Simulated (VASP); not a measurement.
A run of VASP 6.6.1:

File INCAR:

```
SYSTEM = N
PREC = Accurate
ENCUT = 520
EDIFF = 1E-7
ISMEAR = 0
SIGMA = 0.02
LREAL = .FALSE.
LASPH = .TRUE.
NELM = 100
ALGO = Normal
ISIF = 2
LWAVE = .FALSE.
LCHARG = .TRUE.
LELF = .TRUE.
LVHAR = .TRUE.
NBANDS = 12
```

Contents of KPOINTS:

```
regular mesh
0
G
  12 12 8
  0 0 0
```

Contents of POSCAR:

```
N
1.0
    2.5194740000      0.0000000000      0.0000000000
   -1.2597370000      2.1819280000      0.0000000000
    0.0000000000      0.0000000000      2.4215419800
N
2
Direct
    0.6666666667      0.3333333333      0.2500000000
    0.3333333333      0.6666666667      0.7500000000
```

Potentials or basis: VASP PAW LDA potentials, release 64 (N).

Run with:

```bash
$ cat potpaw_LDA.64/N/POTCAR > POTCAR
$ mpirun -np 1 vasp_std > vasp.out
```

Hardware: 1 thread of Intel Xeon 8259CL, on a shared host.

Task: Estimate the wall time of this run.

Result: Wall time 14 s on 1 thread of Intel Xeon 8259CL, on a shared host, peak memory 0.12 GiB. Counts: scf iterations 10, k points 95.
